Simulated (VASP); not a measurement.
# F (Im-3m) in VASP: single point with LDA

Aim: the single point of F with LDA.

Everything below comes from runs of VASP 6.6.1. Logs are shortened: lines on timing, memory, paths and dates and some standing lists are left out, and cuts for length are marked.

### 1 The cell of the first run

The structure is cubic, space group Im-3m (No. 229). The conventional cell has a = 2.573 Å, b = 2.573 Å, c = 2.573 Å, α = 90.00°, β = 90.00°, γ = 90.00°. Within 2.9 Å of F (site symmetry m-3m) lie 14 F at 2.23 to 2.57 Å.

### 2 Single point, LDA

Input file INCAR:

```
PREC = Accurate ; ENCUT = 520
EDIFF = 1E-7 ; ISMEAR = -1
SIGMA = 0.13605693000000002 ; LREAL = False
LASPH = True ; NELM = 100
ALGO = Normal ; ISIF = 2
LWAVE = False ; LCHARG = False
NBANDS = 10
```

Input file KPOINTS:

```
Automatic mesh
0
Gamma
  18 18 18
```

Input file POSCAR:

```
F
1.0
   -1.2863966102      1.2863966102      1.2863966102
    1.2863966102     -1.2863966102      1.2863966102
    1.2863966102      1.2863966102     -1.2863966102
F
1
Direct
    0.0000000000      0.0000000000      0.0000000000
```

Potentials or basis: VASP PAW LDA potentials, release 64 (F).

The run is started by

```bash
$ cat potpaw_LDA.64/F/POTCAR > POTCAR
$ mpirun -np 1 vasp_std > vasp.out
```

OUTCAR:

```text
PREC = Accurate
   ENCUT = 520
   EDIFF = 1E-7
   ISMEAR = -1
   LREAL = False
   LASPH = True
   NELM = 100
   ISIF = 2

 ion  position               nearest neighbor table
   1  0.000  0.000  0.000-

  LATTYP: Found a body centered cubic cell.
 ALAT       =     2.5727932204

  Lattice vectors:

 A1 = (  -1.2863966102,   1.2863966102,   1.2863966102)
 A2 = (   1.2863966102,  -1.2863966102,   1.2863966102)
 A3 = (   1.2863966102,   1.2863966102,  -1.2863966102)

Analysis of symmetry for initial positions (statically):
=====================================================================
 Subroutine PRICEL returns:
 Original cell was already a primitive cell.

 Routine SETGRP: Setting up the symmetry group for a
 body centered cubic supercell.

 Subroutine GETGRP returns: Found 48 space group operations
 (whereof 48 operations were pure point group operations)
 out of a pool of 48 trial point group operations.

The static configuration has the point symmetry O_h .

Analysis of symmetry for dynamics (positions and initial velocities):
=====================================================================
 Subroutine PRICEL returns:
 Original cell was already a primitive cell.

 Routine SETGRP: Setting up the symmetry group for a
 body centered cubic supercell.

 Subroutine GETGRP returns: Found 48 space group operations
 (whereof 48 operations were pure point group operations)
 out of a pool of 48 trial point group operations.

The dynamic configuration has the point symmetry O_h .

 Subroutine INISYM returns: Found 48 space group operations
 (whereof 48 operations are pure point group operations),
 and found     1 'primitive' translations

----------------------------------------------------------------------------------------

                                     Primitive cell

  volume of cell :       8.5150

  direct lattice vectors                    reciprocal lattice vectors
    -1.286396610  1.286396610  1.286396610     0.000000000  0.388682616  0.388682616
     1.286396610 -1.286396610  1.286396610     0.388682616  0.000000000  0.388682616
     1.286396610  1.286396610 -1.286396610     0.388682616  0.388682616  0.000000000

  length of vectors
     2.228104288  2.228104288  2.228104288     0.549680227  0.549680227  0.549680227

  position of ions in fractional coordinates (direct lattice)
     0.000000000  0.000000000  0.000000000

  ion indices of the primitive-cell ions
   primitive index   ion index
                 1           1

----------------------------------------------------------------------------------------

 KPOINTS: Automatic mesh

Automatic generation of k-mesh.
 Grid dimensions read from file:
 generate k-points for:   18   18   18

 Generating k-lattice:

  Cartesian coordinates                     Fractional coordinates (reciprocal lattice)
     0.000000000  0.021593479  0.021593479     0.055555556  0.000000000  0.000000000
     0.021593479  0.000000000  0.021593479     0.000000000  0.055555556  0.000000000
     0.021593479  0.021593479  0.000000000     0.000000000  0.000000000  0.055555556

  Length of vectors
     0.030537790  0.030537790  0.030537790

  Shift w.r.t. Gamma in fractional coordinates (k-lattice)
     0.000000000  0.000000000  0.000000000

 Subroutine IBZKPT returns following result:
 ===========================================

 Found    195 irreducible k-points:

 Following reciprocal coordinates:
            Coordinates               Weight
  0.000000  0.000000  0.000000      1.000000
  0.055556  0.000000  0.000000     12.000000
  0.111111  0.000000  0.000000     12.000000
  0.166667  0.000000  0.000000     12.000000
  0.222222  0.000000  0.000000     12.000000
  0.277778  0.000000  0.000000     12.000000
[... 16 lines left out ...]
  0.333333  0.111111  0.000000     48.000000
  0.388889  0.111111  0.000000     48.000000
 [... further k-points ...]
   k-points           NKPTS =    195   k-points in BZ     NKDIM =    195   number of bands    NBANDS=     10
   number of dos      NEDOS =    301   number of ions     NIONS =      1
   total plane-waves  NPLWV =   5832
   dimension x,y,z NGX =    18 NGY =   18 NGZ =   18
   dimension x,y,z NGXF=    36 NGYF=   36 NGZF=   36
   ions per type =               1
   NGX,Y,Z   is equivalent  to a cutoff of  13.43, 13.43, 13.43 a.u.
   NGXF,Y,Z  is equivalent  to a cutoff of  26.86, 26.86, 26.86 a.u.
 SYSTEM =  unknown system
   PREC   = accura    normal or accurate (medium, high low for compatibility)
   ISTART =      0    job   : 0-new  1-cont  2-samecut
   ICHARG =      2    charge: 1-file 2-atom 10-const
   ISPIN  =      1    spin polarized calculation?
   LNONCOLLINEAR =      F non collinear calculations
   LSORBIT =      F    spin-orbit coupling
   LASPH  =      T    aspherical Exc in radial PAW
   ENCUT  =  520.0 eV  38.22 Ry    6.18 a.u.   4.14  4.14  4.14*2*pi/ulx,y,z
   NELM   =    100;   NELMIN=  2; NELMDL= -5     # of ELM steps
   EDIFF  = 0.1E-06   stopping-criterion for ELM
   LREAL  =      F    real-space projection
   EDIFFG = 0.1E-05   stopping-criterion for IOM
   NSW    =      0    number of steps for IOM
   IBRION =     -1    ionic relax: 0-MD 1-quasi-New 2-CG
   NFREE  =      0    steps in history (QN), initial steepest desc. (CG)
   ISIF   =      2    stress and relaxation
   ISYM   =      2    0-nonsym 1-usesym 2-fastsym
   POTIM  = 0.5000    time-step for ionic-motion
   TEBEG  =    0.0;   TEEND  =   0.0 temperature during run
   PSTRESS=    0.0 pullay stress
   NELECT =       7.0000    total number of electrons
   NUPDOWN=      -1.0000    fix difference up-down
   EMIN   =  10.00;   EMAX   =-10.00  energy-range for DOS
   EFERMI =   0.00;   METHOD = LEGACY
   ISMEAR =    -1;   SIGMA  =   0.14  broadening in eV -4-tet -1-fermi 0-gaus
   EFERMI_NEDOS =   21; number of points for ismear=-14 and -15
   IALGO  =     38    algorithm
   IMIX   =      4    mixing-type and parameters
     AMIX     =   0.40;   BMIX     =  1.00
     AMIX_MAG =   1.60;   BMIX_MAG =  1.00
  volume/ion in A,a.u.               =       8.52        57.46
  Fermi-wavevector in a.u.,A,eV,Ry     =   1.533602  2.898087 32.000014  2.351935
  Thomas-Fermi vector in A             =   2.640646
   LORBIT       =      0    0 simple, 1 ext, 2 COOP (PROOUT), +10 PAW based schemes
   GGA     = CA    functional components
   LHFCALC =     F    Hartree Fock is set to
   AEXX    =    0.0000 exact exchange contribution
   IVDW    =     0    specifies the selected vdW correction
   LEPSILON=     F    determine dielectric tensor
   LRPA    =     F    only Hartree local field effects (RPA)
 non-spin polarized calculation
  energy-cutoff  :      520.00
  volume of cell :        8.52
 maximum number of plane-waves:       238
 NGX is ok and might be reduce to    18
   NGX =  9   NGY =  9   NGZ =  9

 number of electron       7.0000009 magnetization

 Free energy of the ion-electron system (eV)
  ---------------------------------------------------
  ext. energy  EPLUGINS =         0.00000000
  ---------------------------------------------------
  free energy    TOTEN  =        -1.39688254 eV

  energy without entropy =       -1.28063613  energy(sigma->0) =       -1.33875933

 E-fermi :  -2.0365     XC(G=0): -12.0882

 val. band max:       -2.0376261640   @ k =  -0.3333  -0.3889   0.0556
 cond. band min:      -2.0335492986   @ k =  -0.3889  -0.3889   0.0556
 fundamental gap:      0.0040768653
 Fermi energy:        -2.0364569811

 k-point     1 :       0.0000    0.0000    0.0000
  band No.  band energies     occupation
      1     -24.6729      2.00000
      2      -1.4342      0.02363
      3      -1.4342      0.02363
      4      -1.4342      0.02363
      5      12.9161      0.00000
      6      36.1775      0.00000
      7      36.1775      0.00000
      8      36.1775      0.00000
      9      39.5111      0.00000
     10      39.5111      0.00000

 k-point     2 :       0.0556    0.0000    0.0000
  band No.  band energies     occupation
      1     -24.6088      2.00000
      2      -1.6307      0.09647
      3      -1.4781      0.03249
      4      -1.4399      0.02462
      5      13.1164      0.00000
      6      35.0773      0.00000
      7      35.3378      0.00000
      8      36.3876      0.00000
      9      38.2672      0.00000
     10      38.7081      0.00000

 k-point     3 :       0.1111    0.0000    0.0000
  band No.  band energies     occupation
      1     -24.4205      2.00000
      2      -2.1801      1.48369
      3      -1.6033      0.07956
      4      -1.4563      0.02774
      5      13.6759      0.00000
      6      32.3707      0.00000
      7      33.7445      0.00000
      8      37.0054      0.00000
      9      37.6097      0.00000
     10      38.2468      0.00000

 k-point     4 :       0.1667    0.0000    0.0000
  band No.  band energies     occupation
      1     -24.1209      2.00000
      2      -2.9848      1.99812
      3      -1.7914      0.28349
      4      -1.4819      0.03338
      5      14.4879      0.00000
      6      29.6195      0.00000
      7      32.1375      0.00000
      8      36.7505      0.00000
      9      37.9823      0.00000
     10      38.8241      0.00000
[... 222 lines left out ...]
 k-point    22 :       0.2778    0.1111    0.0000
  band No.  band energies     occupation
      1     -22.7177      2.00000
      2      -5.7945      2.00000
      3      -2.6966      1.98449
      4      -1.7799      0.26348
      5      17.6504      0.00000
      6      23.6360      0.00000
      7      27.4452      0.00000
      8      36.6102      0.00000
      9      41.8936      0.00000
     10      43.0806      0.00000

 k-point    23 :       0.3333    0.1111    0.0000
  band No.  band energies     occupation
      1     -22.3398      2.00000
      2      -6.4496      2.00000
      3      -2.9254      1.99710
      4      -1.8173      0.33303
      5      18.3441      0.00000
      6      22.6282      0.00000
      7      26.8968      0.00000
      8      36.6688      0.00000
      9      42.6687      0.00000
     10      44.0956      0.00000

 k-point    24 :       0.3889    0.1111    0.0000
  band No.  band energies     occupation
      1     -22.0776      2.00000
      2      -6.8861      2.00000
      3      -3.0728      1.99902
      4      -1.8417      0.38585
      5      18.7738      0.00000
      6      22.0589      0.00000
      7      26.5648      0.00000
      8      36.7350      0.00000
      9      43.0246      0.00000
     10      44.9902      0.00000

 [... further k-points ...]
[... 5 lines left out ...]
  --------------------------------------------------------------------------------------
  -------------------------------------------------------------------------------------
  Total       -0.0465933     -0.0465933     -0.0465933     -0.0000000     -0.0000000      0.0000000
  in kB       -8.7669609     -8.7669609     -8.7669609     -0.0000000     -0.0000000      0.0000000
  external PRESSURE =      -8.7669609 kB  Pullay stress =       0.0000000 kB

 VOLUME and BASIS-vectors are now :
 -----------------------------------------------------------------------------
  energy-cutoff  :      520.00
  volume of cell :        8.52
      direct lattice vectors                 reciprocal lattice vectors
    -1.286396610  1.286396610  1.286396610     0.000000000  0.388682616  0.388682616
     1.286396610 -1.286396610  1.286396610     0.388682616  0.000000000  0.388682616
     1.286396610  1.286396610 -1.286396610     0.388682616  0.388682616  0.000000000

 POSITION                                       TOTAL-FORCE (eV/Angst)
 -----------------------------------------------------------------------------------
      0.00000      0.00000      0.00000         0.000000      0.000000      0.000000
 -----------------------------------------------------------------------------------
    total drift:                                0.000000      0.000000      0.000000

  FREE ENERGIE OF THE ION-ELECTRON SYSTEM (eV)
  ---------------------------------------------------
  free  energy   TOTEN  =        -1.3968825433 eV

  energy  without entropy=       -1.2806361257  energy(sigma->0) =       -1.33875933
```

Run time: 4.8 s. Hardware: 1 thread of Intel Xeon 6975P-C (Granite Rapids), shared host; peak memory 0.11 GiB.

What came out:

| Item | Value |
| --- | --- |
| Free energy | -1.3969 eV |
| Pressure | -0.9 GPa |

Caveat: an odd number of electrons without spin polarisation forces a metal; a magnetic or distorted state may lie lower.
